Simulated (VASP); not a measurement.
Br:

```
Br
1.0
     3.95719    0.00000    0.00000
    -1.97859    3.42702    0.00000
     0.00000    0.00000    2.59724
Br
1
Direct
  0.00000 0.00000 0.00000
```

```yaml
Program: VASP 6.6.1
Task: relaxation of cell and atoms
Functional: PBE
Potentials_or_basis: VASP PAW PBE potentials, release 64 (Br)
Cutoff: 600 eV
k_mesh: 12 × 12 × 16
Occupations: gaussian, width 0.1 eV
Spin: no spin polarisation
```

At the start: pressure -0.3 GPa; volume 35.22 Å³/atom.

Problem. Where does the relaxation end?

Solution. Over 9 steps the energy falls by 12.7 meV/atom and the volume is 40.23 Å³/atom (+14.2 %); space group P6/mmm (No. 191, to 0.1 Å) before and after.

The path:
```
step  energy change (eV)  largest force (eV/Å)  pressure (GPa)  volume (Å³)
   1              0.0000                0.0000           -0.32        35.22
   2             -0.0031                0.0000            0.77        34.86
   3             -0.0035                0.0000            0.49        34.95
   4             -0.0051                0.0000            0.46        35.39
   5             -0.0087                0.0000            0.39        36.72
   6             -0.0116                0.0000            0.45        39.45
   7             -0.0127                0.0000           -0.01        40.29
   8             -0.0127                0.0000           -0.03        40.28
   9             -0.0127                0.0000            0.02        40.23
```

Final structure:
```
Br
1.0
     4.26783    0.00000    0.00000
    -2.13392    3.69605    0.00000
     0.00000    0.00000    2.55058
Br
1
Direct
  0.00000 0.00000 0.00000
```

Caveat: an odd number of electrons without spin polarisation forces a metal; a magnetic or distorted state may lie lower.
